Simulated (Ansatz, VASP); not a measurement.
Be: VASP beside Ansatz

File INCAR:

```
ALGO     = Normal         # electronic algorithm
EDIFF    = 1E-6           # SCF threshold, eV
ENCUT    = 600            # plane-wave cutoff, eV
GGA      = PE             # functional
GGA_COMPAT= F            
ISIF     = 2              # what is computed and relaxed
ISMEAR   = -1             # smearing method
LASPH    = T              # aspherical terms in the spheres
LCHARG   = T              # write CHGCAR
LELF     = T              # ELF
LREAL    = F              # projectors in reciprocal space
LVHAR    = T            
LWAVE    = F              # write WAVECAR
NBANDS   = 9              # bands
NELM     = 120            # most SCF steps
PREC     = Accurate       # precision mode
SIGMA    = 0.003          # smearing width, eV
```

Contents of KPOINTS:

```
k-points
0
Gamma
  12 12 7
```

Contents of POSCAR:

```
Be
1.0
    2.2932002400      0.0000000000      0.0000000000
   -1.1466001200      1.9859696600      0.0000000000
    0.0000000000      0.0000000000      3.5930000000
Be
2
Direct
    0.3333333300      0.6666666700      0.2500000000
    0.6666666700      0.3333333300      0.7500000000
```

Input for Ansatz:

```yaml
crystal:
  lattice:
    - [2.29320024, 0.0, 0.0]
    - [-1.14660012, 1.98596966, 0.0]
    - [0.0, 0.0, 3.593]
  atoms:
    - { symbol: Be, position: [0.33333333, 0.66666667, 0.25] }
    - { symbol: Be, position: [0.66666667, 0.33333333, 0.75] }
hamiltonian:
  xc: pbe
  pseudopotentials: { kind: paw }
basis:
  ecutwfc: 420
kpoints:
  mp_grid: { grid: [12, 12, 7] }
scf:
  occupations: { method: fermi_dirac, width: 0.003 }
  lower_state_search: "off"
  algorithm: density_mixing
  max_iter: 50
  mixing: {}
output:
  forces: true
  stress: true
```

Alike in both runs: task single point; functional PBE; k mesh 12 × 12 × 7; occupations fermi-dirac, width 0.003 eV; no spin polarisation.

```csv
,VASP,Ansatz
version,VASP 6.6.1,Ansatz 0.2.0
potentials or method,"VASP PAW PBE potentials, release 64 (Be), cutoff 600 eV","PAW, plane waves, scalar-relativistic"
valence electrons in the cell,4,4
```

Ansatz gave:

```
pressure (GPa)                                                : -4.0
traceless stress, the component that is largest in VASP (GPa) : 0.68
```

**Question.** Estimate VASP's values.

**Answer.** Pressure (GPa): -3.8; traceless stress, the component that is largest in VASP (GPa): 0.70.
